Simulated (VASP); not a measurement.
# Si62C (a cell with a defect) in VASP: single point with PBE

Aim: the single point of Si62C (a cell with a defect) with PBE.

Program: VASP 6.6.1. These are calculated values, not measurements. Logs are shortened: lines on timing, memory, paths and dates and some standing lists are left out, and cuts for length are marked.

## 1. The cell of the first run

The cell holds a defect, 63 atoms: a = 10.860 Å, b = 10.860 Å, c = 10.860 Å, α = 90.00°, β = 90.00°, γ = 90.00°.

## 2. Single point, PBE

File INCAR:

```
SYSTEM = Si62C
PREC = Accurate
ENCUT = 520
EDIFF = 1E-7
ISMEAR = 0
SIGMA = 0.02
LREAL = Auto
LASPH = .True.
NELM = 100
ALGO = Normal
ISIF = 2
LWAVE = .False.
LCHARG = .False.
GGA = PE
NELECT = 254.0
NBANDS = 163
```

File KPOINTS:

```
Automatic mesh
0
Gamma
  1 1 1
  0 0 0
```

File POSCAR:

```
Si62C
1.0
   10.8600000000      0.0000000000      0.0000000000
    0.0000000000     10.8600000000      0.0000000000
    0.0000000000      0.0000000000     10.8600000000
Si C
62 1
Direct
    0.5000669429     -0.0000669429      0.0020605893
    0.6231188766      0.1277738490      0.1268811234
    0.7499918048      0.2498724678      0.0000081952
    0.8739561694      0.3838534070      0.1159770718
    0.7479394107     -0.0000669429      0.2499330571
    0.8744253223      0.1254827808      0.3754827808
   -0.0063352670     -0.0072511971      0.0019996317
    0.1210139963      0.1241107735      0.1239113260
    0.2490362799      0.2509637201      0.0002445672
    0.3758892265      0.3789860037      0.1239113260
    0.5072511971      0.5063352670      0.0019996317
    0.6326486188      0.6449085635      0.1173513812
    0.8550914365      0.8673513812      0.1173513812
    0.2461962247      0.0012656538      0.2512656538
    0.3739058011      0.1260941989      0.3760941989
    0.4987343462      0.2538037753      0.2512656538
    0.6260886740      0.3789860037      0.3741107735
    0.7480003683      0.5063352670      0.2427488029
    0.8744299263      0.6255700737      0.3727697053
    0.4987343462      0.0012656538      0.5038037753
    0.6260886740      0.1241107735      0.6289860037
    0.7497554328      0.2509637201      0.5009637201
    0.8753333333      0.3761727440      0.6261727440
    0.7480003683     -0.0072511971      0.7563352670
    0.8744299263      0.1227697053      0.8755700737
   -0.0126914365      0.5126914365     -0.0265632597
    0.1161465930      0.6260438306      0.1159770718
    0.2501275322      0.7500081952      0.0000081952
    0.3722261510      0.8768811234      0.1268811234
   -0.0031489871      0.2541230203      0.2454097606
    0.1246002762      0.3753997238      0.3726657459
    0.2458769797      0.5031489871      0.2454097606
    0.3745172192      0.6255746777      0.3754827808
    0.5000669429      0.7520605893      0.2499330571
    0.6231188766      0.8768811234      0.3777738490
   -0.0031489871     -0.0045902394      0.5041230203
    0.1246002762      0.1226657459      0.6253997238
    0.2494076427      0.2505923573      0.5005923573
    0.3773342541      0.3753997238      0.6253997238
    0.5045902394      0.5031489871      0.5041230203
    0.6340229282      0.6260438306      0.6338534070
    0.7499918048      0.7500081952      0.4998724678
    0.8739561694      0.8659770718      0.6338534070
    0.2458769797     -0.0045902394      0.7531489871
    0.3745172192      0.1254827808      0.8755746777
    0.5045902394      0.2541230203      0.7531489871
    0.6340229282      0.3838534070      0.8760438306
    0.7765632597      0.5126914365      0.7626914365
   -0.0063352670      0.7519996317      0.2427488029
    0.1210139963      0.8739113260      0.3741107735
    0.0005936464      0.4994063536      0.4989288214
    0.1238272560      0.6246666667      0.6261727440
    0.2490362799      0.7502445672      0.5009637201
    0.3758892265      0.8739113260      0.6289860037
    0.0005936464      0.2489288214      0.7494063536
    0.1238272560      0.3761727440      0.8746666667
    0.2510711786      0.4994063536      0.7494063536
    0.3772302947      0.6255700737      0.8755700737
    0.5072511971      0.7519996317      0.7563352670
    0.6326486188      0.8673513812      0.8949085635
   -0.0126914365      0.7234367403      0.7626914365
    0.1161465930      0.8659770718      0.8760438306
    0.9089415285      0.5910584715     -0.1589415285
```

Potentials or basis: VASP PAW PBE potentials, release 64 (Si, C).

Run with:

```console
> cat potpaw_PBE.64/Si/POTCAR potpaw_PBE.64/C/POTCAR > POTCAR
> mpirun -np 1 vasp_gam > vasp.out
```

OUTCAR:

```text
SYSTEM = Si62C
   PREC = Accurate
   ENCUT = 520
   EDIFF = 1E-7
   ISMEAR = 0
   LREAL = Auto
   LASPH = .True.
   NELM = 100
   ISIF = 2
   GGA = PE
   NELECT = 254.0

 ion  position               nearest neighbor table
   1  0.500  1.000  0.002-  60 2.35  29 2.36   2 2.36  45 2.37
   2  0.623  0.128  0.127-  16 2.35   5 2.36   1 2.36   3 2.36
   3  0.750  0.250  0.000-   4 2.35  47 2.35   2 2.36  25 2.36
   4  0.874  0.384  0.116-   3 2.35  18 2.35  30 2.40  26 2.42
   5  0.748  1.000  0.250-  13 2.35   2 2.36  35 2.36   6 2.37
   6  0.874  0.125  0.375-  22 2.36   5 2.37  30 2.39  36 2.39
   7  0.994  0.993  0.002-  62 2.35  25 2.36  13 2.39   8 2.39
   8  0.121  0.124  0.124-  14 2.35  30 2.36   9 2.37   7 2.39
   9  0.249  0.251  0.000-  45 2.36  56 2.36   8 2.37  10 2.37
  10  0.376  0.379  0.124-  16 2.35  32 2.36   9 2.37  11 2.39
  11  0.507  0.506  0.002-  47 2.35  58 2.36  12 2.39  10 2.39
  12  0.633  0.645  0.117-  34 2.35  18 2.39  11 2.39
  13  0.855  0.867  0.117-   5 2.35   7 2.39  49 2.39
  14  0.246  0.001  0.251-  29 2.35   8 2.35  50 2.35  15 2.37
  15  0.374  0.126  0.376-  38 2.34  16 2.37  20 2.37  14 2.37
  16  0.499  0.254  0.251-   2 2.35  10 2.35  17 2.35  15 2.37
  17  0.626  0.379  0.374-  16 2.35  40 2.36  22 2.37  18 2.39
[... 40 lines left out ...]
  58  0.377  0.626  0.876-  11 2.36  59 2.36  28 2.36  57 2.37
  59  0.507  0.752  0.756-  41 2.35  58 2.36  60 2.39  54 2.39
  60  0.633  0.867  0.895-   1 2.35  24 2.39  59 2.39
  61  0.987  0.723  0.763-  63 1.87  52 2.36  62 2.42  43 2.42
  62  0.116  0.866  0.876-  28 2.35   7 2.35  44 2.40  61 2.42
  63  0.909  0.591  0.841-  26 1.87  48 1.87  61 1.87

  LATTYP: Found a simple cubic cell.
 ALAT       =    10.8600000000

  Lattice vectors:

 A1 = (  10.8600000000,   0.0000000000,   0.0000000000)
 A2 = (   0.0000000000,  10.8600000000,   0.0000000000)
 A3 = (   0.0000000000,   0.0000000000,  10.8600000000)

Analysis of symmetry for initial positions (statically):
=====================================================================
 Subroutine PRICEL returns:
 Original cell was already a primitive cell.

 Routine SETGRP: Setting up the symmetry group for a
 simple cubic supercell.

 Subroutine GETGRP returns: Found  6 space group operations
 (whereof  1 operations were pure point group operations)
 out of a pool of 48 trial point group operations.

The static configuration has the point symmetry C_1 .
 The point group associated with its full space group is C_3v.

Analysis of symmetry for dynamics (positions and initial velocities):
=====================================================================
[... 216 lines left out ...]
   ISYM   =      2    0-nonsym 1-usesym 2-fastsym
   POTIM  = 0.5000    time-step for ionic-motion
   TEBEG  =    0.0;   TEEND  =   0.0 temperature during run
   PSTRESS=    0.0 pullay stress
   NELECT =     254.0000    total number of electrons
   NUPDOWN=      -1.0000    fix difference up-down
   EMIN   =  10.00;   EMAX   =-10.00  energy-range for DOS
   EFERMI =   0.00;   METHOD = LEGACY
   ISMEAR =     0;   SIGMA  =   0.02  broadening in eV -4-tet -1-fermi 0-gaus
   EFERMI_NEDOS =   21; number of points for ismear=-14 and -15
   IALGO  =     38    algorithm
   IMIX   =      4    mixing-type and parameters
     AMIX     =   0.40;   BMIX     =  1.00
     AMIX_MAG =   1.60;   BMIX_MAG =  1.00
  volume/ion in A,a.u.               =      20.33       137.20
  Fermi-wavevector in a.u.,A,eV,Ry     =   0.954677  1.804077 12.400449  0.911407
  Thomas-Fermi vector in A             =   2.083445
   LORBIT       =      0    0 simple, 1 ext, 2 COOP (PROOUT), +10 PAW based schemes
   GGA     = PE    functional components
   LHFCALC =     F    Hartree Fock is set to
   AEXX    =    0.0000 exact exchange contribution
   IVDW    =     0    specifies the selected vdW correction
   LEPSILON=     F    determine dielectric tensor
   LRPA    =     F    only Hartree local field effects (RPA)
 non-spin polarized calculation
 Gauss-broadening in eV      SIGMA  =   0.02
  energy-cutoff  :      520.00
  volume of cell :     1280.82
 maximum number of plane-waves:     17229
 NGX is ok and might be reduce to    84
   NGX = 41   NGY = 41   NGZ = 41

 number of electron     253.9999995 magnetization

 Free energy of the ion-electron system (eV)
  ---------------------------------------------------
  ext. energy  EPLUGINS =         0.00000000
  ---------------------------------------------------
  free energy    TOTEN  =      -322.86668133 eV

  energy without entropy =     -322.84411375  energy(sigma->0) =     -322.85539754

 E-fermi :   6.2306     XC(G=0):  -9.3381

 val. band max:        6.2305968462   @ k =   0.0000   0.0000   0.0000
 cond. band min:       6.3284210310   @ k =   0.0000   0.0000   0.0000
 fundamental gap:      0.0978241847
 Fermi energy:         6.2305968462

 k-point     1 :       0.0000    0.0000    0.0000
  band No.  band energies     occupation
      1      -6.6417      2.00000
      2      -6.0614      2.00000
      3      -5.2163      2.00000
      4      -5.2163      2.00000
      5      -5.1739      2.00000
      6      -5.1739      2.00000
[... 131 lines left out ...]
    138       6.9050      0.00000
    139       6.9050      0.00000
 [bands above 139 left out]

------------------------ aborting loop because EDIFF is reached ----------------------------------------

  FORCE on cell =-STRESS in cart. coord.  units (eV):
  Direction    XX          YY          ZZ          XY          YZ          ZX
  --------------------------------------------------------------------------------------
  -------------------------------------------------------------------------------------
  Total       23.8811984     23.8811984     23.8811984     -7.3984161      7.3984161     -7.3984161
  in kB       29.8728889     29.8728889     29.8728889     -9.2546470      9.2546470     -9.2546470
  external PRESSURE =      29.8728889 kB  Pullay stress =       0.0000000 kB

 VOLUME and BASIS-vectors are now :
 -----------------------------------------------------------------------------
  energy-cutoff  :      520.00
  volume of cell :     1280.82
      direct lattice vectors                 reciprocal lattice vectors
    10.860000000  0.000000000  0.000000000     0.092081031  0.000000000  0.000000000
     0.000000000 10.860000000  0.000000000     0.000000000  0.092081031  0.000000000
     0.000000000  0.000000000 10.860000000     0.000000000  0.000000000  0.092081031

 POSITION                                       TOTAL-FORCE (eV/Angst)
 -----------------------------------------------------------------------------------
      5.43073     10.85927      0.02238        -0.010667      0.010667     -0.005734
      6.76707      1.38762      1.37793         0.000253      0.000354     -0.000253
      8.14491      2.71362      0.00009        -0.003018     -0.008359      0.003018
      9.49116      4.16865      1.25951        -0.003037      0.000721     -0.005386
      8.12262     10.85927      2.71427         0.005734      0.010667      0.010667
      9.49626      1.36274      4.07774        -0.007016     -0.012967     -0.012967
[... 55 lines left out ...]
      1.26135      9.40451      9.51384        -0.000721     -0.005386      0.003037
      9.87110      6.41890      9.13390         0.010648     -0.010648     -0.010648
 -----------------------------------------------------------------------------------
    total drift:                                0.006096     -0.006096     -0.006096

  FREE ENERGIE OF THE ION-ELECTRON SYSTEM (eV)
  ---------------------------------------------------
  free  energy   TOTEN  =      -322.8666813340 eV

  energy  without entropy=     -322.8441137507  energy(sigma->0) =     -322.85539754
```

Wall time 4.7 min (1 thread of Intel Xeon 6975P-C (Granite Rapids), shared host); peak memory 1 GiB.

Results:

```yaml
Free_energy: -322.8667 eV
Largest_force: 0.020 eV/Å
```

Forces in eV/Å, atoms in the order of the input:
```
Si  -0.011  0.011 -0.006
Si   0.000  0.000  0.000
Si  -0.003 -0.008  0.003
Si  -0.003  0.001 -0.005
Si   0.006  0.011  0.011
Si  -0.007 -0.013 -0.013
Si  -0.004  0.002  0.009
Si   0.002  0.003 -0.005
Si   0.004 -0.004  0.002
Si  -0.003 -0.002 -0.005
Si  -0.002  0.004  0.009
Si  -0.004 -0.009  0.004
Si   0.009  0.004  0.004
Si  -0.001  0.001  0.001
Si   0.004 -0.004 -0.004
Si  -0.001  0.001  0.001
Si   0.005 -0.002  0.003
Si  -0.009  0.004  0.002
Si   0.001 -0.001 -0.003
Si  -0.001  0.001  0.001
Si   0.005  0.003 -0.002
Si  -0.002 -0.004 -0.004
Si  -0.009 -0.001 -0.001
Si  -0.009  0.002  0.004
Si   0.001 -0.003 -0.001
Si   0.004 -0.004  0.011
Si  -0.001  0.003 -0.005
Si   0.008  0.003  0.003
Si   0.000  0.000  0.000
Si   0.001  0.006  0.002
Si   0.003 -0.003  0.002
Si  -0.006 -0.001  0.002
Si   0.013  0.007 -0.013
Si  -0.011 -0.006  0.011
Si   0.000  0.000  0.000
Si   0.001  0.002  0.006
Si   0.003  0.002 -0.003
Si   0.002 -0.002 -0.002
Si  -0.002 -0.003 -0.003
Si  -0.002 -0.001  0.006
Si   0.005  0.003  0.001
Si  -0.003  0.003 -0.008
Si  -0.003 -0.005  0.001
Si  -0.006  0.002 -0.001
Si   0.013 -0.013  0.007
Si  -0.002  0.006 -0.001
Si   0.005  0.001  0.003
Si  -0.011 -0.004 -0.004
Si  -0.004  0.009  0.002
Si   0.002 -0.005  0.003
Si   0.001 -0.001 -0.006
Si   0.001  0.009 -0.001
Si   0.004  0.002 -0.004
Si  -0.003 -0.005 -0.002
Si   0.001 -0.006 -0.001
Si   0.001 -0.001  0.009
Si   0.006 -0.001 -0.001
Si   0.003 -0.001 -0.001
Si  -0.002  0.009  0.004
Si  -0.004  0.004 -0.009
Si   0.004  0.011 -0.004
Si  -0.001 -0.005  0.003
C    0.011 -0.011 -0.011
```

Levels at points of the mesh, in eV from the Fermi level:
```tsv
k point	band 124	band 125	band 126	band 127	band 128	band 129
(0.00, 0.00, 0.00)	-0.84	-0.84	-0.33	0.00	0.00	0.10
```

Caveat: the k points lie up to 0.58 Å⁻¹ apart; the cell carries a net charge on a neutralising background, which shifts energy and pressure; the cell is charged against a uniform background, so pressure and absolute levels hang on convention.
